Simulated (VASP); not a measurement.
Here is a VASP 6.6.1 calculation.

POSCAR

```
C
1.0
    2.3780356032      0.0000000000      0.0000000000
   -1.1890178016      2.1678307826      0.0000000000
    0.0000000000      0.0000000000      4.1688692921
C
4
Direct
    0.3340956365      0.6681912729      0.0005945310
    0.6659043635      0.3318087271      0.5005945310
    0.3340956365      0.6681912729      0.3744054690
    0.6659043635      0.3318087271      0.8744054690
```

INCAR.step1

```
SYSTEM = C
PREC = Accurate ; ENCUT = 520
ISMEAR = 0 ; SIGMA = 0.01
LREAL = .FALSE. ; LASPH = .TRUE.
NELM = 100 ; NBANDS = 16
GGA = PE ; ALGO = Normal
EDIFF = 1E-4 ; LWAVE = .TRUE.
LCHARG = .FALSE.
```

The input INCAR.step2:

```
SYSTEM = C
PREC = Accurate ; ENCUT = 520
EDIFF = 1E-7 ; ISMEAR = 0
SIGMA = 0.01 ; LREAL = .FALSE.
LASPH = .TRUE. ; NELM = 100
ALGO = Normal ; ISIF = 2
LWAVE = .FALSE. ; LCHARG = .FALSE.
METAGGA = R2SCAN ; LMIXTAU = .TRUE.
NBANDS = 16 ; ISTART = 1
```

KPOINTS

```
regular mesh
0
G
  12 12 6
  0 0 0
```

Potentials or basis: VASP PAW PBE potentials, release 64 (C).

Command:

```bash
$ cat potpaw_PBE.64/C/POTCAR > POTCAR
$ cp INCAR.step1 INCAR
$ mpirun -np 1 vasp_std > vasp.out
$ cp INCAR.step2 INCAR
$ mpirun -np 1 vasp_std > vasp.out
```

Problem. Predict the band gap on the k mesh.

Solution. 3.01 eV, indirect (least direct gap 4.67 eV).

Problem. What does it give for the largest force?

Solution. 0.027 eV/Å.

Problem. Predict the pressure.

Solution. 27.6 GPa.

Stress tensor (GPa, compression positive):
```
74.43  0.00  0.00
 0.00  6.72  0.00
 0.00  0.00  1.66
```

Caveat: the cell differs from its parent crystal (uniaxial x strain -5.0%); the PAW data sets were made with another functional, which shifts forces and pressure a little. A k mesh can miss the band edges.
